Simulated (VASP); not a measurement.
MgSnN:

```
Mg Sn N
1.0
     3.65077    0.00000    0.00000
     0.00000    3.68586    0.00000
     0.00000    0.00000    3.79945
Mg Sn N
1 1 1
Direct
  0.00000 0.00000 0.00000
  0.50000 0.50000 0.50000
  0.50000 0.50000 0.00000
```

```yaml
Program: VASP 6.6.1
Task: relaxation of cell and atoms
Functional: PBE
Potentials_or_basis: VASP PAW PBE potentials, release 64 (Mg, Sn_d, N)
Cutoff: 600 eV
k_mesh: 6 × 6 × 4
Occupations: gaussian, width 0.1 eV
Spin: no spin polarisation
```

At the start: pressure 15.1 GPa; volume 17.04 Å³/atom.

Q: Where does the relaxation end?

A: Over 10 steps the energy falls by 888.7 meV/atom and the volume is 15.46 Å³/atom (-9.3 %); space group P4/mmm (No. 123, to 0.05 Å).

The path:
| step | energy change (eV) | largest force (eV/Å) | pressure (GPa) | volume (Å³) |
| --- | --- | --- | --- | --- |
| 1 | 0.0000 | 0.0000 | 15.15 | 51.13 |
| 2 | -1.7133 | 0.0000 | -14.56 | 61.84 |
| 3 | -1.7880 | 0.0000 | -11.07 | 58.84 |
| 4 | -2.5712 | 0.0000 | -5.67 | 49.99 |
| 5 | -2.6614 | 0.0000 | -1.71 | 47.26 |
| 6 | -2.6638 | 0.0000 | -0.46 | 46.67 |
| 7 | -2.6637 | 0.0000 | -0.99 | 46.90 |
| 8 | -2.6657 | 0.0000 | -0.24 | 46.51 |
| 9 | -2.6658 | 0.0000 | -0.28 | 46.55 |
| 10 | -2.6660 | 0.0000 | 0.08 | 46.39 |

Final structure:
```
CELL_PARAMETERS angstrom
3.12259 0.00000 0.00000
0.00000 3.12267 0.00000
0.00000 0.00000 4.75737
ATOMIC_POSITIONS crystal
Mg 0.00000 0.00000 0.00000
Sn 0.50000 0.50000 0.50000
N 0.50000 0.50000 0.00000
```

Caveat: the k points lie up to 0.34 Å⁻¹ apart in the final cell.
